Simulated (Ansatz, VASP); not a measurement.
MgO: VASP beside Ansatz

```
Mg O
1.0
     0.00000    2.01808    2.15970
     2.01808    0.00000    2.15970
     2.01808    2.01808    0.00000
Mg O
1 1
Direct
  0.00000 0.00000 0.00000
  0.50000 0.50000 0.50000
```

Change from the starting cell: epitaxial_xy strain -4.0%.

Alike in both runs: task single point; functional r2SCAN; k mesh 10 × 10 × 10; no spin polarisation.

```csv
,VASP,Ansatz
version,VASP 6.6.1,Ansatz 0.2.0
potentials or method,"VASP PAW PBE potentials, release 64 (Mg, O)","plane waves, PAW"
plane-wave cutoff (eV),520,500
occupations,"gaussian, width 0.01 eV",fixed
valence electrons in the cell,8,16
```

|  | VASP | Ansatz | Ansatz less VASP |
| --- | --- | --- | --- |
| gap on the k mesh at the Fermi level (eV) | 6.12 | 6.15 | +0.026 |
| pressure (GPa) | 10.9 | 12.0 | +1.10 |
| traceless stress, the component that is largest in VASP (GPa) | -12.02 | -11.99 | +0.028 |

VASP's potentials were made for PBE, not for r2SCAN. VASP's potentials hold 8 valence electrons a cell and Ansatz's 16, so a difference there can come from the potentials and not from the codes.
